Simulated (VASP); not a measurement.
# BiP (zincblende type) (F-43m) in VASP: a series of runs, part 2 of 2

VASP 6.6.1. The steps go on from the part before.

## Step 4: Electric field gradients, PBE

File INCAR:

```
PREC = Accurate ; ENCUT = 520
EDIFF = 1E-8 ; ISMEAR = -1
SIGMA = 0.05 ; LREAL = False
LASPH = True ; NELM = 100
ALGO = Normal ; ISIF = 2
LWAVE = False ; LCHARG = False
GGA = PE ; LEFG = True
NBANDS = 17
```

File KPOINTS:

```
Automatic mesh
0
Gamma
  7 7 7
```

File POSCAR:

```
BiP
1.0
    0.0000000000      3.2519146124      3.2519146124
    3.2519146124      0.0000000000      3.2519146124
    3.2519146124      3.2519146124      0.0000000000
Bi P
1 1
Direct
    0.0000000000      0.0000000000      0.0000000000
    0.2500000000      0.2500000000      0.2500000000
```

Potentials or basis: VASP PAW PBE potentials, release 64 (Bi_d, P).

Launch:

```console
$ cat potpaw_PBE.64/Bi_d/POTCAR potpaw_PBE.64/P/POTCAR > POTCAR
$ mpirun -np 1 vasp_std > vasp.out
```

OUTCAR:

```text
PREC = Accurate
   ENCUT = 520
   EDIFF = 1E-8
   ISMEAR = -1
   LREAL = False
   LASPH = True
   NELM = 100
   ISIF = 2
   GGA = PE

 ion  position               nearest neighbor table
   1  0.000  0.000  0.000-   2 2.82   2 2.82   2 2.82   2 2.82
   2  0.250  0.250  0.250-   1 2.82   1 2.82   1 2.82   1 2.82

  LATTYP: Found a face centered cubic cell.
 ALAT       =     6.5038292248

  Lattice vectors:

 A1 = (   0.0000000000,   3.2519146124,   3.2519146124)
 A2 = (   3.2519146124,   0.0000000000,   3.2519146124)
 A3 = (   3.2519146124,   3.2519146124,   0.0000000000)

Analysis of symmetry for initial positions (statically):
=====================================================================
 Subroutine PRICEL returns:
 Original cell was already a primitive cell.

 Routine SETGRP: Setting up the symmetry group for a
 face centered cubic supercell.

 Subroutine GETGRP returns: Found 24 space group operations
 (whereof 24 operations were pure point group operations)
 out of a pool of 48 trial point group operations.

The static configuration has the point symmetry T_d .

Analysis of symmetry for dynamics (positions and initial velocities):
=====================================================================
 Subroutine PRICEL returns:
 Original cell was already a primitive cell.

 Routine SETGRP: Setting up the symmetry group for a
 face centered cubic supercell.

 Subroutine GETGRP returns: Found 24 space group operations
 (whereof 24 operations were pure point group operations)
 out of a pool of 48 trial point group operations.

The dynamic configuration has the point symmetry T_d .

 Subroutine INISYM returns: Found 24 space group operations
 (whereof 24 operations are pure point group operations),
 and found     1 'primitive' translations

----------------------------------------------------------------------------------------

                                     Primitive cell

  volume of cell :      68.7777

  direct lattice vectors                    reciprocal lattice vectors
     0.000000000  3.251914612  3.251914612    -0.153755575  0.153755575  0.153755575
     3.251914612  0.000000000  3.251914612     0.153755575 -0.153755575  0.153755575
     3.251914612  3.251914612  0.000000000     0.153755575  0.153755575 -0.153755575

  length of vectors
     4.598901749  4.598901749  4.598901749     0.266312467  0.266312467  0.266312467

  position of ions in fractional coordinates (direct lattice)
     0.000000000  0.000000000  0.000000000
     0.250000000  0.250000000  0.250000000

  ion indices of the primitive-cell ions
   primitive index   ion index
                 1           1
                 2           2

----------------------------------------------------------------------------------------

 KPOINTS: Automatic mesh

Automatic generation of k-mesh.
 Grid dimensions read from file:
 generate k-points for:    7    7    7

 Generating k-lattice:
[... 63 lines left out ...]
   ISIF   =      2    stress and relaxation
   ISYM   =      2    0-nonsym 1-usesym 2-fastsym
   POTIM  = 0.5000    time-step for ionic-motion
   TEBEG  =    0.0;   TEEND  =   0.0 temperature during run
   PSTRESS=    0.0 pullay stress
   NELECT =      20.0000    total number of electrons
   NUPDOWN=      -1.0000    fix difference up-down
   EMIN   =  10.00;   EMAX   =-10.00  energy-range for DOS
   EFERMI =   0.00;   METHOD = LEGACY
   ISMEAR =    -1;   SIGMA  =   0.05  broadening in eV -4-tet -1-fermi 0-gaus
   EFERMI_NEDOS =   21; number of points for ismear=-14 and -15
   IALGO  =     38    algorithm
   IMIX   =      4    mixing-type and parameters
     AMIX     =   0.40;   BMIX     =  1.00
     AMIX_MAG =   1.60;   BMIX_MAG =  1.00
  volume/ion in A,a.u.               =      34.39       232.07
  Fermi-wavevector in a.u.,A,eV,Ry     =   1.084599  2.049594 16.005269  1.176354
  Thomas-Fermi vector in A             =   2.220692
   LORBIT       =      0    0 simple, 1 ext, 2 COOP (PROOUT), +10 PAW based schemes
   GGA     = PE    functional components
   LHFCALC =     F    Hartree Fock is set to
   AEXX    =    0.0000 exact exchange contribution
   IVDW    =     0    specifies the selected vdW correction
   LEPSILON=     F    determine dielectric tensor
   LRPA    =     F    only Hartree local field effects (RPA)
 non-spin polarized calculation
  energy-cutoff  :      520.00
  volume of cell :       68.78
 maximum number of plane-waves:      1868
 NGX is ok and might be reduce to    36
   NGX = 17   NGY = 17   NGZ = 17

 number of electron      19.9999995 magnetization

 Free energy of the ion-electron system (eV)
  ---------------------------------------------------
  ext. energy  EPLUGINS =         0.00000000
  ---------------------------------------------------
  free energy    TOTEN  =        -8.57186478 eV

  energy without entropy =       -8.56418526  energy(sigma->0) =       -8.56802502

 E-fermi :   4.2372     XC(G=0):  -8.4238

 val. band max:        4.2169990237   @ k =  -0.2857   0.4286   0.1429
 cond. band min:       4.4675907511   @ k =  -0.4286   0.4286   0.0000
 fundamental gap:      0.2505917274
 Fermi energy:         4.2371933395

 k-point     1 :       0.0000    0.0000    0.0000
  band No.  band energies     occupation
      1     -18.8619      2.00000
      2     -18.8619      2.00000
      3     -18.8619      2.00000
      4     -18.8418      2.00000
      5     -18.8418      2.00000
      6      -8.7086      2.00000
[... 377 lines left out ...]
      4     -18.8431      2.00000
      5     -18.8393      2.00000
      6      -6.8552      2.00000
[... 9 lines left out ...]
     16      12.5841      0.00000
     17      13.8615      0.00000

------------------------ aborting loop because EDIFF is reached ----------------------------------------

  FORCE on cell =-STRESS in cart. coord.  units (eV):
  Direction    XX          YY          ZZ          XY          YZ          ZX
  --------------------------------------------------------------------------------------
  -------------------------------------------------------------------------------------
  Total        0.0216701      0.0216701      0.0216701     -0.0000000      0.0000000      0.0000000
  in kB        0.5048062      0.5048062      0.5048062     -0.0000000      0.0000000      0.0000000
  external PRESSURE =       0.5048062 kB  Pullay stress =       0.0000000 kB

 VOLUME and BASIS-vectors are now :
 -----------------------------------------------------------------------------
  energy-cutoff  :      520.00
  volume of cell :       68.78
      direct lattice vectors                 reciprocal lattice vectors
     0.000000000  3.251914612  3.251914612    -0.153755575  0.153755575  0.153755575
     3.251914612  0.000000000  3.251914612     0.153755575 -0.153755575  0.153755575
     3.251914612  3.251914612  0.000000000     0.153755575  0.153755575 -0.153755575

 POSITION                                       TOTAL-FORCE (eV/Angst)
 -----------------------------------------------------------------------------------
      0.00000      0.00000      0.00000         0.000000     -0.000000      0.000000
      1.62596      1.62596      1.62596        -0.000000      0.000000     -0.000000
 -----------------------------------------------------------------------------------
    total drift:                               -0.000000     -0.000000     -0.000000

  FREE ENERGIE OF THE ION-ELECTRON SYSTEM (eV)
  ---------------------------------------------------
  free  energy   TOTEN  =        -8.5718647831 eV

  energy  without entropy=       -8.5641852636  energy(sigma->0) =       -8.56802502

 Electric field gradients (V/A^2)
---------------------------------------------------------------------
 ion       V_xx      V_yy      V_zz      V_xy      V_xz      V_yz
---------------------------------------------------------------------
   1      -0.000    -0.000     0.000     0.001     0.001     0.001
   2       0.000     0.000     0.000    -0.000    -0.000    -0.000
---------------------------------------------------------------------

 Electric field gradients after diagonalization (V/A^2)
 (convention: |V_zz| > |V_xx| > |V_yy|)
----------------------------------------------------------------------
 ion       V_xx      V_yy      V_zz     asymmetry (V_yy - V_xx)/ V_zz
----------------------------------------------------------------------
   1      -0.001    -0.001     0.001       0.000
   2       0.000     0.000    -0.000       0.000
----------------------------------------------------------------------

           NMR quadrupolar parameters

 Cq : quadrupolar parameter    Cq=e*Q*V_zz/h
 eta: asymmetry parameters     (V_yy - V_xx)/ V_zz
 Q  : nuclear electric quadrupole moment in mb (millibarn)
----------------------------------------------------------------------
 ion       Cq(MHz)       eta       Q (mb)
----------------------------------------------------------------------
   1       0.000       0.000       1.000
   2      -0.000       0.000       1.000
----------------------------------------------------------------------
```

OSZICAR:

```text
N       E                     dE             d eps       ncg     rms          rms(c)
DAV:   1     0.148573426696E+03    0.14857E+03   -0.98932E+03   680   0.115E+03
DAV:   2     0.235100496566E+01   -0.14622E+03   -0.14302E+03   746   0.309E+02
DAV:   3    -0.871258643658E+01   -0.11064E+02   -0.10952E+02   874   0.897E+01
DAV:   4    -0.898776001958E+01   -0.27517E+00   -0.27504E+00   850   0.159E+01
DAV:   5    -0.899930663741E+01   -0.11547E-01   -0.11546E-01   998   0.291E+00    0.357E+00
DAV:   6    -0.856742842590E+01    0.43188E+00   -0.18119E+00   977   0.595E+00    0.208E+00
DAV:   7    -0.857355483119E+01   -0.61264E-02   -0.11897E-01   733   0.180E+00    0.130E+00
DAV:   8    -0.857245772360E+01    0.10971E-02   -0.20877E-02   820   0.120E+00    0.194E-01
DAV:   9    -0.857161704142E+01    0.84068E-03   -0.52133E-03   991   0.471E-01    0.123E-01
DAV:  10    -0.857183345340E+01   -0.21641E-03   -0.63840E-04   704   0.181E-01    0.401E-02
DAV:  11    -0.857185806368E+01   -0.24610E-04   -0.13591E-04   807   0.894E-02    0.737E-03
DAV:  12    -0.857186367806E+01   -0.56144E-05   -0.15747E-05   737   0.250E-02    0.312E-03
DAV:  13    -0.857186459497E+01   -0.91691E-06   -0.26419E-06   822   0.758E-03    0.362E-03
DAV:  14    -0.857186472728E+01   -0.13230E-06   -0.32929E-07   765   0.383E-03    0.290E-04
DAV:  15    -0.857186477663E+01   -0.49351E-07   -0.25280E-08  1009   0.115E-03    0.300E-04
DAV:  16    -0.857186478307E+01   -0.64406E-08   -0.15297E-09   520   0.209E-04
   1 F= -.85718648E+01 E0= -.85680250E+01  d E =-.767952E-02
```

Run time: 21 s. Hardware: 1 thread of AMD EPYC 9R14 (Zen 4), shared host; peak memory 0.17 GiB.

Results:

```yaml
Free_energy: -8.5719 eV
Pressure: 0.1 GPa
Band_gap_on_the_k_mesh: zero (band 10 reaches 4.22 eV, above the bottom of band 11 at 3.90 eV)
```

Levels at points of the mesh, in eV from the Fermi level:
```
           k point  band 6  band 7  band 8  band 9  band 10  band 11  band 12  band 13  band 14  band 15
(0.00, 0.00, 0.00)  -12.95   -6.24   -1.75   -1.75    -1.75     0.86     0.86     0.86     4.21     7.29
```

Caveat: without QUAD_EFG the Cq values of the log hold for a quadrupole moment of 1 mb, not for the nuclei; spin-orbit coupling is left out, which moves the levels of the heavy elements.

## Step 5: Electric field gradients, PBE

File INCAR:

```
SYSTEM = BiP
PREC = Accurate
ENCUT = 520
EDIFF = 1E-8
ISMEAR = -1
SIGMA = 0.05
LREAL = .False.
LASPH = .True.
NELM = 100
ALGO = Normal
ISIF = 2
LWAVE = .False.
LCHARG = .False.
GGA = PE
LEFG = .True.
NBANDS = 17
```

File KPOINTS:

```
Automatic mesh
0
Gamma
  13 13 13
  0 0 0
```

POSCAR is that of step 4.

Potentials or basis: VASP PAW PBE potentials, release 64 (Bi_d, P).

Launch:

```console
$ cat potpaw_PBE.64/Bi_d/POTCAR potpaw_PBE.64/P/POTCAR > POTCAR
$ mpirun -np 1 vasp_std > vasp.out
```

OUTCAR:

```text
SYSTEM = BiP
   PREC = Accurate
   ENCUT = 520
   EDIFF = 1E-8
   ISMEAR = -1
   LREAL = .False.
   LASPH = .True.
   NELM = 100
   ISIF = 2
   GGA = PE

 ion  position               nearest neighbor table
   1  0.000  0.000  0.000-   2 2.82   2 2.82   2 2.82   2 2.82
   2  0.250  0.250  0.250-   1 2.82   1 2.82   1 2.82   1 2.82

  LATTYP: Found a face centered cubic cell.
 ALAT       =     6.5038292248

  Lattice vectors:

 A1 = (   0.0000000000,   3.2519146124,   3.2519146124)
 A2 = (   3.2519146124,   0.0000000000,   3.2519146124)
 A3 = (   3.2519146124,   3.2519146124,   0.0000000000)

Analysis of symmetry for initial positions (statically):
=====================================================================
 Subroutine PRICEL returns:
 Original cell was already a primitive cell.

 Routine SETGRP: Setting up the symmetry group for a
 face centered cubic supercell.

 Subroutine GETGRP returns: Found 24 space group operations
 (whereof 24 operations were pure point group operations)
 out of a pool of 48 trial point group operations.

The static configuration has the point symmetry T_d .

Analysis of symmetry for dynamics (positions and initial velocities):
=====================================================================
 Subroutine PRICEL returns:
 Original cell was already a primitive cell.

 Routine SETGRP: Setting up the symmetry group for a
 face centered cubic supercell.

 Subroutine GETGRP returns: Found 24 space group operations
 (whereof 24 operations were pure point group operations)
 out of a pool of 48 trial point group operations.

The dynamic configuration has the point symmetry T_d .

[... 156 lines left out ...]
      3     -18.8628      2.00000
      4     -18.8428      2.00000
      5     -18.8428      2.00000
      6      -8.7173      2.00000
[... 457 lines left out ...]
      4     -18.8427      2.00000
      5     -18.8403      2.00000
      6      -7.5435      2.00000
[... 9 lines left out ...]
     16      12.2047      0.00000
     17      12.3665      0.00000

 [... further k-points ...]

------------------------ aborting loop because EDIFF is reached ----------------------------------------

  FORCE on cell =-STRESS in cart. coord.  units (eV):
  Direction    XX          YY          ZZ          XY          YZ          ZX
  --------------------------------------------------------------------------------------
  -------------------------------------------------------------------------------------
  Total       -0.0380375     -0.0380375     -0.0380375      0.0000000     -0.0000000      0.0000000
  in kB       -0.8860840     -0.8860840     -0.8860840      0.0000000     -0.0000000      0.0000000
  external PRESSURE =      -0.8860840 kB  Pullay stress =       0.0000000 kB

 VOLUME and BASIS-vectors are now :
 -----------------------------------------------------------------------------
  energy-cutoff  :      520.00
  volume of cell :       68.78
      direct lattice vectors                 reciprocal lattice vectors
     0.000000000  3.251914612  3.251914612    -0.153755575  0.153755575  0.153755575
     3.251914612  0.000000000  3.251914612     0.153755575 -0.153755575  0.153755575
     3.251914612  3.251914612  0.000000000     0.153755575  0.153755575 -0.153755575

 POSITION                                       TOTAL-FORCE (eV/Angst)
 -----------------------------------------------------------------------------------
      0.00000      0.00000      0.00000        -0.000000     -0.000000     -0.000000
      1.62596      1.62596      1.62596         0.000000      0.000000      0.000000
 -----------------------------------------------------------------------------------
    total drift:                               -0.000000     -0.000000     -0.000000

  FREE ENERGIE OF THE ION-ELECTRON SYSTEM (eV)
  ---------------------------------------------------
  free  energy   TOTEN  =        -8.5769465652 eV

  energy  without entropy=       -8.5683075259  energy(sigma->0) =       -8.57262705

 Electric field gradients (V/A^2)
---------------------------------------------------------------------
 ion       V_xx      V_yy      V_zz      V_xy      V_xz      V_yz
---------------------------------------------------------------------
   1       0.000     0.000    -0.000     0.001     0.001     0.001
   2      -0.000     0.000     0.000    -0.000    -0.000    -0.000
---------------------------------------------------------------------

 Electric field gradients after diagonalization (V/A^2)
 (convention: |V_zz| > |V_xx| > |V_yy|)
----------------------------------------------------------------------
 ion       V_xx      V_yy      V_zz     asymmetry (V_yy - V_xx)/ V_zz
----------------------------------------------------------------------
   1      -0.001    -0.001     0.001       0.000
   2       0.000     0.000    -0.000       0.000
----------------------------------------------------------------------

           NMR quadrupolar parameters

 Cq : quadrupolar parameter    Cq=e*Q*V_zz/h
 eta: asymmetry parameters     (V_yy - V_xx)/ V_zz
 Q  : nuclear electric quadrupole moment in mb (millibarn)
----------------------------------------------------------------------
 ion       Cq(MHz)       eta       Q (mb)
----------------------------------------------------------------------
   1       0.000       0.000       1.000
   2      -0.000       0.000       1.000
----------------------------------------------------------------------
```

OSZICAR:

```text
N       E                     dE             d eps       ncg     rms          rms(c)
DAV:   1     0.150431390758E+03    0.15043E+03   -0.98635E+03  2856   0.115E+03
DAV:   2     0.263963129715E+01   -0.14779E+03   -0.14417E+03  3028   0.308E+02
DAV:   3    -0.870048904294E+01   -0.11340E+02   -0.11274E+02  3725   0.912E+01
DAV:   4    -0.898786470666E+01   -0.28738E+00   -0.28720E+00  3454   0.162E+01
DAV:   5    -0.899965787614E+01   -0.11793E-01   -0.11793E-01  4245   0.297E+00    0.356E+00
DAV:   6    -0.857288566237E+01    0.42677E+00   -0.18050E+00  4106   0.594E+00    0.211E+00
DAV:   7    -0.857875192496E+01   -0.58663E-02   -0.11560E-01  3084   0.180E+00    0.133E+00
DAV:   8    -0.857762625437E+01    0.11257E-02   -0.20484E-02  3593   0.116E+00    0.222E-01
DAV:   9    -0.857672912363E+01    0.89713E-03   -0.52855E-03  4154   0.467E-01    0.122E-01
DAV:  10    -0.857693106430E+01   -0.20194E-03   -0.55541E-04  2989   0.174E-01    0.476E-02
DAV:  11    -0.857694077941E+01   -0.97151E-05   -0.62162E-05  3537   0.761E-02    0.760E-03
DAV:  12    -0.857694578630E+01   -0.50069E-05   -0.10286E-05  3122   0.281E-02    0.267E-03
DAV:  13    -0.857694635767E+01   -0.57137E-06   -0.11479E-06  3350   0.684E-03    0.255E-03
DAV:  14    -0.857694650898E+01   -0.15130E-06   -0.14569E-07  3261   0.301E-03    0.318E-04
DAV:  15    -0.857694655092E+01   -0.41949E-07   -0.78568E-09  3038   0.555E-04    0.358E-04
DAV:  16    -0.857694656621E+01   -0.15281E-07   -0.54361E-09  2018   0.712E-04    0.469E-05
DAV:  17    -0.857694656524E+01    0.96134E-09   -0.64643E-10  1517   0.293E-04
   1 F= -.85769466E+01 E0= -.85726270E+01  d E =-.863904E-02
```

It took 86 s on 1 thread of AMD EPYC 9R14 (Zen 4), shared host; peak memory 0.23 GiB.

Results:

- Free energy: -8.5769 eV
- Pressure: -0.1 GPa
- Band gap on the k mesh: zero (band 10 reaches 4.48 eV, above the bottom of band 11 at 3.85 eV)

Caveat: without QUAD_EFG the Cq values of the log hold for a quadrupole moment of 1 mb, not for the nuclei; spin-orbit coupling is left out, which moves the levels of the heavy elements.

## Step 6: Overview

| k mesh | gap on the mesh (eV) | pressure (GPa) |
| --- | --- | --- |
| 3 × 3 × 3 | 0.40 | -1.6 |
| 4 × 4 × 4 | none | -1.0 |
| 7 × 7 × 7 | none | 0.1 |
| 13 × 13 × 13 | none | -0.1 |

Alike in all rows: task electric field gradients; level PBE; potentials or basis VASP PAW PBE potentials, release 64 (Bi_d, P); no spin polarisation; cell as given; cutoff (eV) 520; smearing fermi-dirac 0.05 eV.

Caveats: some runs use coarse meshes; spin-orbit coupling is left out, which moves the levels of the heavy elements.

Total energies depend on the potentials used, so only differences within one code and one set of settings carry meaning.
